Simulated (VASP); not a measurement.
Set up this calculation in VASP 6.6.1, as the native input.

```yaml
Task: single point
Functional: LDA
Potentials_or_basis: VASP PAW LDA potentials, release 64 (Cd, Se)
Cutoff: 520 eV
k_mesh: 9 × 9 × 9
Occupations: fermi-dirac, width 0.05 eV
Spin: no spin polarisation
Dipole_correction: no
Further_INCAR_settings: ALGO = Normal; EDIFF = 1e-06; NBANDS = 29
```

The structure of Cd3Se lies in POSCAR:

```
Cd3Se
1.0
   -2.0409530000      2.0409530000      6.0870800000
    2.0409530000     -2.0409530000      6.0870800000
    2.0409530000      2.0409530000     -6.0870800000
Cd Se
3 1
Direct
    0.5000000000      0.5000000000      0.0000000000
    0.2500000000      0.7500000000      0.5000000000
    0.7500000000      0.2500000000      0.5000000000
    0.0000000000      0.0000000000      0.0000000000
```

One way to write it, as run:

INCAR

```
SYSTEM = Cd3Se
  PREC = Accurate
  ENCUT = 520
  EDIFF = 1E-6
  ISMEAR = -1
  SIGMA = 0.05
  LREAL = .FALSE.
  LASPH = .TRUE.
  NELM = 100
  ALGO = Normal
  ISIF = 2
  LWAVE = .FALSE.
  LCHARG = .TRUE.
  GGA = CA
  LELF = .TRUE.
  LVHAR = .TRUE.
  NBANDS = 29
```

KPOINTS

```
Automatic mesh
0
G
  9 9 9
  0 0 0
```

Potentials or basis: VASP PAW LDA potentials, release 64 (Cd, Se).

Command:

```console
$ cat potpaw_LDA.64/Cd/POTCAR potpaw_LDA.64/Se/POTCAR > POTCAR
$ mpirun -np 1 vasp_std > vasp.out
```

Results of the run:

```
Pressure               : -5.3 GPa
Band gap on the k mesh : zero (bands 21 and 22 overlap by 1.61 eV)
```

Caveat: the cell stands under tension.

Run time: 8 min on 1 thread of Intel Xeon 8259CL (shared host), peak memory 0.4 GiB.
